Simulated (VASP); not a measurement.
Crystal: Ta.

```
Ta
1.0
     3.74803    0.00000    0.00000
    -1.87402    3.24589    0.00000
     0.00000    0.00000    6.18426
Ta
4
Direct
  0.33333 0.66667 0.43750
  0.66667 0.33333 0.93750
  0.66667 0.33333 0.56250
  0.33333 0.66667 0.06250
```

```yaml
Program: VASP 6.6.1
Task: relaxation of cell and atoms
Functional: PBEsol
Potentials_or_basis: VASP PAW PBE potentials, release 64 (Ta_pv)
Cutoff: 600 eV
k_mesh: 6 × 6 × 4
Occupations: gaussian, width 0.1 eV
Spin: no spin polarisation
```

At the start: pressure 57.4 GPa; volume 18.81 Å³/atom.

Q: Where does the relaxation end?

A: Over 31 steps the energy falls by 2064.7 meV/atom and the volume is 24.16 Å³/atom (+28.4 %); space group P6/mmm (No. 191, to 0.05 Å).

The path:
```tsv
step	energy change (eV)	largest force (eV/Å)	pressure (GPa)	volume (Å³)
1	0.0000	0.3959	57.37	75.24
2	0.5673	0.3651	-15.48	174.92
3	-4.2267	0.8103	-2.31	111.05
4	-4.2504	0.8058	-0.74	108.72
5	-4.2535	0.8005	0.10	107.58
6	-4.3689	0.7601	-0.55	108.21
7	-4.4463	0.3129	-2.15	110.09
8	-4.4611	0.3002	-1.92	109.74
9	-4.4601	0.1944	-1.33	108.97
10	-4.4700	0.1513	-1.70	109.43
11	-4.4894	0.1703	-1.77	109.43
12	-4.5528	0.1223	-1.96	109.43
13	-4.7474	0.3629	-2.48	109.40
14	-5.3769	0.7466	-4.22	109.24
15	-6.7979	0.3276	-8.45	108.50
16	-4.7287	7.1792	1.61	105.20
17	-7.2524	0.2091	-9.29	108.05
18	-7.4521	2.0545	-7.84	106.83
19	-7.5553	0.5605	-9.43	107.51
20	-7.5812	0.8599	-9.24	107.35
21	-7.6225	2.3565	-5.47	103.75
22	-7.6790	1.6358	-7.30	105.22
23	-7.8691	1.4505	-5.85	102.95
24	-8.2066	0.5958	-0.02	96.34
25	-8.2213	0.1997	2.42	94.27
26	-8.2228	0.2978	1.85	94.74
27	-8.2458	0.1211	1.20	95.35
28	-8.2568	0.1693	0.32	96.28
29	-8.2571	0.1253	0.42	96.15
30	-8.2583	0.0583	0.14	96.41
31	-8.2586	0.0026	-0.10	96.63
```

Final structure:
```yaml
crystal:
  lattice:
    - [4.56717, 0.00000, 0.00000]
    - [-2.28359, 3.95529, 0.00000]
    - [0.00000, 0.00000, 5.34916]
  atoms:
    - { symbol: Ta, position: [0.33333, 0.66667, 0.49999] }
    - { symbol: Ta, position: [0.66667, 0.33333, 0.99999] }
    - { symbol: Ta, position: [0.66667, 0.33333, 0.50001] }
    - { symbol: Ta, position: [0.33333, 0.66667, 0.00002] }
```

Caveat: the volume moved by over 15 % at a fixed basis, so the end points are rough; the PAW data sets were made with another functional, which shifts forces and pressure a little.
